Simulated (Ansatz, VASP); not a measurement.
## One calculation of Sn, two programs

Contents of INCAR:

```
PREC = Accurate
ENCUT = 600
EDIFF = 1E-6
ISMEAR = 0
SIGMA = 0.1
LREAL = F
LASPH = T
NELM = 100
ALGO = Fast
ISIF = 3
LWAVE = F
LCHARG = F
GGA = PE
IVDW = 12
IBRION = 2
NSW = 70
EDIFFG = -0.005
```

KPOINTS

```
regular mesh
0
Gamma
  12 12 12
```

Contents of POSCAR:

```
Sn
1.0
    0.0000000000      3.3273247537      3.3273247537
    3.3273247537      0.0000000000      3.3273247537
    3.3273247537      3.3273247537      0.0000000000
Sn
2
Direct
    0.0000000000      0.0000000000      0.0000000000
    0.2500000000      0.2500000000      0.2500000000
```

Input for Ansatz:

```yaml
crystal:
  lattice:
    - [0.0, 3.3273247537, 3.3273247537]
    - [3.3273247537, 0.0, 3.3273247537]
    - [3.3273247537, 3.3273247537, 0.0]
  atoms:
    - { symbol: Sn, position: [0.0, 0.0, 0.0] }
    - { symbol: Sn, position: [0.25, 0.25, 0.25] }
basis:
  ecutwfc: 420
kpoints:
  mp_grid: { grid: [12, 12, 12] }
hamiltonian:
  xc: pbe
  dispersion: d3bj
scf:
  occupations: { method: gaussian, width: 0.1 }
output:
  forces: true
  stress: true
  eigenvalues: true
  write_density: true
  write_potential: true
  elf: true
  volumetric_format: npy
relax:
  adjacent_minimum: "off"
  f_tol: 0.005
  max_steps: 50
  cell: { stress_tol: 0.05 }
```

Alike in both runs: task relaxation of cell and atoms; functional PBE; dispersion D3(BJ); k mesh 12 × 12 × 12; occupations gaussian, width 0.1 eV; no spin polarisation.

```csv
,VASP,Ansatz
version,VASP 6.6.1,Ansatz 0.2.0
potentials or method,"VASP PAW PBE potentials, release 64 (Sn_d), cutoff 600 eV","scalar-relativistic, plane waves, PAW"
valence electrons in the cell,28,28
```

|  | VASP | Ansatz | Ansatz less VASP |
| --- | --- | --- | --- |
| gap on the k mesh at the Fermi level, each at its own relaxed structure (eV) | none | none | - |
| relaxed volume (Å³/atom) | 35.50 | 35.53 | +0.033 |
| relaxed length of the cell vector where the two differ most in proportion (Å) | 4.648 | 4.649 | +0.0014 |

A gap of «none» marks a metal or a gap that the smearing closes.
